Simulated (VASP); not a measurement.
**B: single point with PBE**

The system is B.

```
B
1.0
     1.85185    0.00000    0.00000
    -0.92593    1.60375    0.00000
     0.00000    0.00000    5.57954
B
2
Direct
  0.00000 0.00000 0.33884
  0.00000 0.00000 0.66116
```

```json
{"Program": "VASP 6.6.1", "Task": "single point", "Functional": "PBE", "Potentials or basis": "VASP PAW PBE potentials, release 64 (B)", "Cutoff": "520 eV", "k mesh": "36 × 36 × 10", "Occupations": "gaussian, width 0.1 eV", "Spin": "no spin polarisation"}
```

The pressure is 0.0 GPa. The largest force is 0.012 eV/Å and the band gap on the k mesh is zero (band 3 reaches 6.76 eV, above the bottom of band 4 at 5.11 eV).

Forces on the atoms (eV/Å):
```
B    0.000  0.000 -0.012
B    0.000  0.000  0.012
```

Stress tensor (GPa, compression positive):
```
-0.06  0.00  0.00
 0.00 -0.06  0.00
 0.00  0.00  0.17
```

Levels at points of the mesh, in eV from the Fermi level:
```tsv
k point	band 1	band 2	band 3	band 4	band 5	band 6
(0.00, 0.00, 0.00)	-17.84	-13.01	-8.52	2.43	5.08	19.14
(0.50, 0.00, 0.00)	-8.87	-5.59	-3.58	1.78	2.68	9.56
(0.00, 0.00, 0.50)	-17.80	-13.36	-7.55	-0.67	10.09	15.97
(0.50, 0.00, 0.50)	-8.85	-5.65	-3.56	1.32	3.31	11.22
```

Run time: 38 s on 1 thread of Intel(R) Xeon(R) 6975P-C (Granite Rapids), with other jobs on the host, peak memory 0.2 GiB.

Caveat: this functional lacks dispersion, which binds the layers, so the pressure and a relaxed spacing across them are unreliable.
